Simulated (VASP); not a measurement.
# Ir (Pm-3m) in VASP: settings compared

Ir is run at these levels: PBE, HSE06; tasks: single point.

All numbers are computed with VASP 6.6.1; they aren't measurements. Logs are shortened: lines on timing, memory, paths and dates and some standing lists are left out, and cuts for length are marked.

### Step 1. The cell of the first run

The structure is cubic, space group Pm-3m (No. 221). The conventional cell has a = 2.573 Å, b = 2.573 Å, c = 2.573 Å, α = 90.00°, β = 90.00°, γ = 90.00°. Ir (site symmetry m-3m) has 6 Ir at 2.57 Å within 3.4 Å.

This isn't the form of Ir at room conditions, which is fcc.

### Step 2. Single point, PBE

Input file INCAR:

```
PREC = Accurate
ENCUT = 520
EDIFF = 1E-6
ISMEAR = -1
SIGMA = 0.1
LREAL = False
LASPH = True
NELM = 60
ALGO = Normal
ISIF = 2
LWAVE = False
LCHARG = False
GGA = PE
NBANDS = 10
```

Input file KPOINTS:

```
Automatic mesh
0
Gamma
  6 6 6
```

Input file POSCAR:

```
Ir
1.0
    2.5725744361      0.0000000000      0.0000000000
    0.0000000000      2.5725744361      0.0000000000
    0.0000000000      0.0000000000      2.5725744361
Ir
1
Direct
    0.0000000000      0.0000000000      0.0000000000
```

Potentials or basis: VASP PAW PBE potentials, release 64 (Ir).

Run with:

```console
> cat potpaw_PBE.64/Ir/POTCAR > POTCAR
> mpirun -np 1 vasp_std > vasp.out
```

OUTCAR:

```text
PREC = Accurate
   ENCUT = 520
   EDIFF = 1E-6
   ISMEAR = -1
   LREAL = False
   LASPH = True
   NELM = 60
   ISIF = 2
   GGA = PE

 ion  position               nearest neighbor table
   1  0.000  0.000  0.000-

  LATTYP: Found a simple cubic cell.
 ALAT       =     2.5725744361

  Lattice vectors:

 A1 = (   2.5725744361,   0.0000000000,   0.0000000000)
 A2 = (   0.0000000000,   2.5725744361,   0.0000000000)
 A3 = (   0.0000000000,   0.0000000000,   2.5725744361)

Analysis of symmetry for initial positions (statically):
=====================================================================
 Subroutine PRICEL returns:
 Original cell was already a primitive cell.

 Routine SETGRP: Setting up the symmetry group for a
 simple cubic supercell.

 Subroutine GETGRP returns: Found 48 space group operations
 (whereof 48 operations were pure point group operations)
 out of a pool of 48 trial point group operations.

The static configuration has the point symmetry O_h .

Analysis of symmetry for dynamics (positions and initial velocities):
=====================================================================
 Subroutine PRICEL returns:
 Original cell was already a primitive cell.

 Routine SETGRP: Setting up the symmetry group for a
 simple cubic supercell.

 Subroutine GETGRP returns: Found 48 space group operations
 (whereof 48 operations were pure point group operations)
 out of a pool of 48 trial point group operations.

The dynamic configuration has the point symmetry O_h .

 Subroutine INISYM returns: Found 48 space group operations
 (whereof 48 operations are pure point group operations),
 and found     1 'primitive' translations

----------------------------------------------------------------------------------------

                                     Primitive cell

  volume of cell :      17.0257

  direct lattice vectors                    reciprocal lattice vectors
     2.572574436  0.000000000  0.000000000     0.388715672  0.000000000  0.000000000
     0.000000000  2.572574436  0.000000000     0.000000000  0.388715672  0.000000000
     0.000000000  0.000000000  2.572574436     0.000000000  0.000000000  0.388715672

  length of vectors
     2.572574436  2.572574436  2.572574436     0.388715672  0.388715672  0.388715672

  position of ions in fractional coordinates (direct lattice)
     0.000000000  0.000000000  0.000000000

  ion indices of the primitive-cell ions
   primitive index   ion index
                 1           1

----------------------------------------------------------------------------------------

 KPOINTS: Automatic mesh

Automatic generation of k-mesh.
 Grid dimensions read from file:
 generate k-points for:    6    6    6

 Generating k-lattice:

  Cartesian coordinates                     Fractional coordinates (reciprocal lattice)
     0.064785945  0.000000000  0.000000000     0.166666667  0.000000000  0.000000000
     0.000000000  0.064785945  0.000000000     0.000000000  0.166666667  0.000000000
     0.000000000  0.000000000  0.064785945     0.000000000  0.000000000  0.166666667

  Length of vectors
     0.064785945  0.064785945  0.064785945

  Shift w.r.t. Gamma in fractional coordinates (k-lattice)
     0.000000000  0.000000000  0.000000000

 Subroutine IBZKPT returns following result:
 ===========================================

 Found     20 irreducible k-points:

 Following reciprocal coordinates:
            Coordinates               Weight
  0.000000  0.000000  0.000000      1.000000
  0.166667  0.000000  0.000000      6.000000
  0.333333  0.000000  0.000000      6.000000
  0.500000  0.000000  0.000000      3.000000
  0.166667  0.166667  0.000000     12.000000
  0.333333  0.166667  0.000000     24.000000
[... 12 lines left out ...]
  0.500000  0.500000  0.333333      6.000000
  0.500000  0.500000  0.500000      1.000000
   k-points           NKPTS =     20   k-points in BZ     NKDIM =     20   number of bands    NBANDS=     10
   number of dos      NEDOS =    301   number of ions     NIONS =      1
   total plane-waves  NPLWV =   8000
   dimension x,y,z NGX =    20 NGY =   20 NGZ =   20
   dimension x,y,z NGXF=    40 NGYF=   40 NGZF=   40
   ions per type =               1
   NGX,Y,Z   is equivalent  to a cutoff of  12.92, 12.92, 12.92 a.u.
   NGXF,Y,Z  is equivalent  to a cutoff of  25.85, 25.85, 25.85 a.u.
 SYSTEM =  unknown system
   PREC   = accura    normal or accurate (medium, high low for compatibility)
   ISTART =      0    job   : 0-new  1-cont  2-samecut
   ICHARG =      2    charge: 1-file 2-atom 10-const
   ISPIN  =      1    spin polarized calculation?
   LNONCOLLINEAR =      F non collinear calculations
   LSORBIT =      F    spin-orbit coupling
   LASPH  =      T    aspherical Exc in radial PAW
   ENCUT  =  520.0 eV  38.22 Ry    6.18 a.u.   4.78  4.78  4.78*2*pi/ulx,y,z
   NELM   =     60;   NELMIN=  2; NELMDL= -5     # of ELM steps
   EDIFF  = 0.1E-05   stopping-criterion for ELM
   LREAL  =      F    real-space projection
   EDIFFG = 0.1E-04   stopping-criterion for IOM
   NSW    =      0    number of steps for IOM
   IBRION =     -1    ionic relax: 0-MD 1-quasi-New 2-CG
   NFREE  =      0    steps in history (QN), initial steepest desc. (CG)
   ISIF   =      2    stress and relaxation
   ISYM   =      2    0-nonsym 1-usesym 2-fastsym
   POTIM  = 0.5000    time-step for ionic-motion
   TEBEG  =    0.0;   TEEND  =   0.0 temperature during run
   PSTRESS=    0.0 pullay stress
   NELECT =       9.0000    total number of electrons
   NUPDOWN=      -1.0000    fix difference up-down
   EMIN   =  10.00;   EMAX   =-10.00  energy-range for DOS
   EFERMI =   0.00;   METHOD = LEGACY
   ISMEAR =    -1;   SIGMA  =   0.10  broadening in eV -4-tet -1-fermi 0-gaus
   EFERMI_NEDOS =   21; number of points for ismear=-14 and -15
   IALGO  =     38    algorithm
   IMIX   =      4    mixing-type and parameters
     AMIX     =   0.40;   BMIX     =  1.00
     AMIX_MAG =   1.60;   BMIX_MAG =  1.00
  volume/ion in A,a.u.               =      17.03       114.89
  Fermi-wavevector in a.u.,A,eV,Ry     =   1.323694  2.501420 23.839676  1.752167
  Thomas-Fermi vector in A             =   2.453284
   LORBIT       =      0    0 simple, 1 ext, 2 COOP (PROOUT), +10 PAW based schemes
   GGA     = PE    functional components
   LHFCALC =     F    Hartree Fock is set to
   AEXX    =    0.0000 exact exchange contribution
   IVDW    =     0    specifies the selected vdW correction
   LEPSILON=     F    determine dielectric tensor
   LRPA    =     F    only Hartree local field effects (RPA)
 non-spin polarized calculation
  energy-cutoff  :      520.00
  volume of cell :       17.03
 maximum number of plane-waves:       480
 NGX is ok and might be reduce to    20
   NGX =  9   NGY =  9   NGZ =  9

 number of electron       8.9999999 magnetization

 Free energy of the ion-electron system (eV)
  ---------------------------------------------------
  ext. energy  EPLUGINS =         0.00000000
  ---------------------------------------------------
  free energy    TOTEN  =        -7.64959202 eV

  energy without entropy =       -7.57904856  energy(sigma->0) =       -7.61432029

 E-fermi :   7.3334     XC(G=0): -12.7408

 val. band max:        7.3272362270   @ k =   0.5000   0.3333   0.3333
 cond. band min:       7.3731791472   @ k =   0.3333   0.3333   0.0000
 fundamental gap:      0.0459429202
 Fermi energy:         7.3334246655

 k-point     1 :       0.0000    0.0000    0.0000
  band No.  band energies     occupation
      1      -1.6739      2.00000
      2       1.4904      2.00000
      3       1.4904      2.00000
      4       8.6719      0.00000
      5       8.6719      0.00000
      6       8.6719      0.00000
      7      22.9623      0.00000
      8      22.9623      0.00000
      9      22.9623      0.00000
     10      28.8701      0.00000

 k-point     2 :       0.1667    0.0000    0.0000
  band No.  band energies     occupation
      1      -0.8987      2.00000
      2       1.6582      2.00000
      3       2.3340      2.00000
      4       7.8593      0.01035
      5       7.8593      0.01035
      6       8.7385      0.00000
      7      19.2618      0.00000
      8      24.4242      0.00000
      9      24.4242      0.00000
     10      28.3150      0.00000

 k-point     3 :       0.3333    0.0000    0.0000
  band No.  band energies     occupation
      1       0.5452      2.00000
      2       2.0143      2.00000
      3       4.7594      2.00000
      4       6.5258      1.99938
      5       6.5258      1.99938
      6       8.8742      0.00000
      7      15.0357      0.00000
      8      24.9749      0.00000
      9      27.4206      0.00000
     10      27.4206      0.00000

 k-point     4 :       0.5000    0.0000    0.0000
  band No.  band energies     occupation
      1       1.2728      2.00000
      2       2.2040      2.00000
      3       5.9557      2.00000
      4       5.9557      2.00000
      5       6.5175      1.99943
      6       8.9434      0.00000
      7      13.2386      0.00000
      8      23.7364      0.00000
      9      27.4944      0.00000
     10      29.3400      0.00000

 k-point     5 :       0.1667    0.1667    0.0000
  band No.  band energies     occupation
      1      -0.1184      2.00000
      2       2.1950      2.00000
      3       2.7818      2.00000
      4       6.9735      1.94679
      5       7.8422      0.01227
      6       8.0587      0.00142
      7      20.3252      0.00000
      8      20.6559      0.00000
      9      25.9272      0.00000
     10      28.1410      0.00000

 k-point     6 :       0.3333    0.1667    0.0000
  band No.  band energies     occupation
      1       1.2230      2.00000
      2       2.7489      2.00000
      3       4.2387      2.00000
      4       6.6066      1.99861
      5       6.6362      1.99813
      6       8.1394      0.00063
      7      15.9175      0.00000
      8      22.7693      0.00000
      9      26.0331      0.00000
     10      29.0566      0.00000
[... 131 lines left out ...]
 k-point    17 :       0.3333    0.3333    0.3333
  band No.  band energies     occupation
      1       2.5862      2.00000
      2       3.6930      2.00000
      3       3.6930      2.00000
      4       7.2285      1.48144
      5       7.2285      1.48144
      6      10.2906      0.00000
      7      19.6915      0.00000
      8      21.0051      0.00000
      9      21.0051      0.00000
     10      27.2834      0.00000

 k-point    18 :       0.5000    0.3333    0.3333
  band No.  band energies     occupation
      1       2.3362      2.00000
      2       3.0436      2.00000
      3       3.6409      2.00000
      4       7.3272      1.03093
      5       8.5384      0.00001
      6      14.7848      0.00000
      7      15.3193      0.00000
      8      19.3946      0.00000
      9      23.0075      0.00000
     10      26.4677      0.00000

 k-point    19 :       0.5000    0.5000    0.3333
  band No.  band energies     occupation
      1       1.9476      2.00000
      2       3.0188      2.00000
      3       3.0188      2.00000
      4       7.9478      0.00428
      5      10.8467      0.00000
      6      16.7330      0.00000
      7      16.7330      0.00000
      8      17.8564      0.00000
      9      18.6161      0.00000
     10      27.8901      0.00000

 k-point    20 :       0.5000    0.5000    0.5000
  band No.  band energies     occupation
      1       2.2952      2.00000
      2       2.2952      2.00000
      3       2.2952      2.00000
      4      10.8941      0.00000
      5      10.8941      0.00000
      6      16.7138      0.00000
      7      18.1094      0.00000
      8      18.1094      0.00000
      9      18.1094      0.00000
     10      26.3629      0.00000

------------------------ aborting loop because EDIFF is reached ----------------------------------------

  FORCE on cell =-STRESS in cart. coord.  units (eV):
  Direction    XX          YY          ZZ          XY          YZ          ZX
  --------------------------------------------------------------------------------------
  -------------------------------------------------------------------------------------
  Total        0.2537655      0.2537655      0.2537655     -0.0000000     -0.0000000      0.0000000
  in kB       23.8802790     23.8802790     23.8802790     -0.0000000     -0.0000000      0.0000000
  external PRESSURE =      23.8802790 kB  Pullay stress =       0.0000000 kB

 VOLUME and BASIS-vectors are now :
 -----------------------------------------------------------------------------
  energy-cutoff  :      520.00
  volume of cell :       17.03
      direct lattice vectors                 reciprocal lattice vectors
     2.572574436  0.000000000  0.000000000     0.388715672  0.000000000  0.000000000
     0.000000000  2.572574436  0.000000000     0.000000000  0.388715672  0.000000000
     0.000000000  0.000000000  2.572574436     0.000000000  0.000000000  0.388715672

 POSITION                                       TOTAL-FORCE (eV/Angst)
 -----------------------------------------------------------------------------------
      0.00000      0.00000      0.00000         0.000000      0.000000      0.000000
 -----------------------------------------------------------------------------------
    total drift:                               -0.000000      0.000000      0.000000

  FREE ENERGIE OF THE ION-ELECTRON SYSTEM (eV)
  ---------------------------------------------------
  free  energy   TOTEN  =        -7.6495920230 eV

  energy  without entropy=       -7.5790485594  energy(sigma->0) =       -7.61432029
```

Run time: 3.6 s. Hardware: 1 thread of Intel Xeon Platinum 8259CL at 2.50GHz (Skylake/Cascade Lake), shared host; peak memory 0.13 GiB.

What came out:

```
Free energy            : -7.6496 eV
Pressure               : 2.4 GPa
Band gap on the k mesh : zero (an odd number of electrons rules out a gap without spin polarisation)
```

Caveat: the k points lie up to 0.41 Å⁻¹ apart, too coarse for converged energies and pressures of a metal; spin-orbit coupling is left out, which moves the levels of the heavy elements.

### Step 3. Single point, HSE06

POSCAR is that of step 2.

Input file INCAR.step1:

```
PREC = Accurate ; ENCUT = 520
EDIFF = 1E-5 ; ISMEAR = -1
SIGMA = 0.1 ; LREAL = False
LASPH = True ; NELM = 100
ALGO = Normal ; ISIF = 2
LWAVE = True ; GGA = PE
NBANDS = 10
```

Input file INCAR.step2:

```
PREC = Accurate ; ENCUT = 520
EDIFF = 1E-7 ; ISMEAR = -1
SIGMA = 0.1 ; LREAL = False
LASPH = True ; NELM = 100
ALGO = Normal ; ISIF = 2
LWAVE = False ; LCHARG = True
GGA = PE ; LHFCALC = True
HFSCREEN = 0.2079 ; PRECFOCK = Normal
LELF = True ; LVHAR = True
ISTART = 1 ; NBANDS = 10
```

KPOINTS is that of step 2.

Potentials or basis: VASP PAW PBE potentials, release 64 (Ir).

Run with:

```console
> cat potpaw_PBE.64/Ir/POTCAR > POTCAR
> cp INCAR.step1 INCAR
> mpirun -np 1 vasp_std > vasp.out
> cp INCAR.step2 INCAR
> mpirun -np 1 vasp_std > vasp.out
```

It took 9.5 min on 1 thread of Intel Xeon Platinum 8259CL at 2.50GHz (Skylake/Cascade Lake), shared host; peak memory 0.24 GiB.

The run converged. Its results:

```
Free energy            : -8.7093 eV
Pressure               : -6.5 GPa
Band gap on the k mesh : zero (an odd number of electrons rules out a gap without spin polarisation)
```

Levels at points of the mesh, in eV from the Fermi level:
| k point | band 1 | band 2 | band 3 | band 4 | band 5 | band 6 | band 7 | band 8 | band 9 |
| --- | --- | --- | --- | --- | --- | --- | --- | --- | --- |
| (0.00, 0.00, 0.00) | -9.86 | -6.69 | -6.69 | 1.55 | 1.55 | 1.55 | 16.86 | 16.86 | 16.86 |
| (0.50, 0.00, 0.00) | -6.70 | -5.89 | -1.79 | -1.79 | -0.86 | 1.90 | 6.78 | 17.57 | 21.54 |
| (0.50, 0.50, 0.00) | -7.23 | -5.19 | -1.22 | -1.22 | 3.81 | 5.17 | 5.17 | 12.74 | 15.20 |
| (0.50, 0.50, 0.50) | -5.89 | -5.89 | -5.89 | 4.11 | 4.11 | 10.17 | 11.92 | 11.92 | 11.92 |

Caveat: the k points lie up to 0.41 Å⁻¹ apart, too coarse for converged energies and pressures of a metal; the PAW data sets were made with another functional, which shifts forces and pressure a little; spin-orbit coupling is left out, which moves the levels of the heavy elements.

The gap in the log of VASP goes by the Fermi energy; the results here count the filled bands.